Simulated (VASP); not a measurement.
Here is a VASP 6.6.1 calculation.

Contents of INCAR:

```
SYSTEM = AlN
  PREC = Accurate
  ENCUT = 600
  EDIFF = 1E-6
  ISMEAR = 0
  SIGMA = 0.05
  LREAL = .FALSE.
  LASPH = .TRUE.
  NELM = 120
  ALGO = Normal
  ISIF = 2
  LWAVE = .FALSE.
  LCHARG = .FALSE.
  GGA = PS
  NBANDS = 16
  GGA_COMPAT = .FALSE.
```

Contents of KPOINTS:

```
Automatic mesh
0
G
  12 12 6
  0 0 0
```

The input POSCAR:

```
AlN
1.0
    2.9891449405      0.0000000000      0.0000000000
   -1.4945724703      2.5886754541      0.0000000000
    0.0000000000      0.0000000000      5.1827532083
Al N
2 2
Direct
    0.3333333333      0.6666666667      0.0015080761
    0.6666666667      0.3333333333      0.5015080761
    0.3333333333      0.6666666667      0.3834919239
    0.6666666667      0.3333333333      0.8834919239
```

Potentials or basis: VASP PAW PBE potentials, release 64 (Al, N).

Run with:

```sh
$ cat potpaw_PBE.64/Al/POTCAR potpaw_PBE.64/N/POTCAR > POTCAR
$ mpirun -np 1 vasp_std > vasp.out
```

Predict the band gap on the k mesh.

4.36 eV.

Predict the largest force.

0.864 eV/Å.

Predict the pressure.

11.8 GPa.

Forces in eV/Å, atoms in the order of the input:
```
Al   0.000  0.000  0.864
Al   0.000  0.000  0.864
N    0.000  0.000 -0.864
N    0.000  0.000 -0.864
```

Caveat: the cell differs from its parent crystal (strain -0.040 along x and y, +0.040 along z); the cell stands under pressure; the PAW data sets were made with another functional, which shifts forces and pressure a little. A k mesh can miss the band edges.
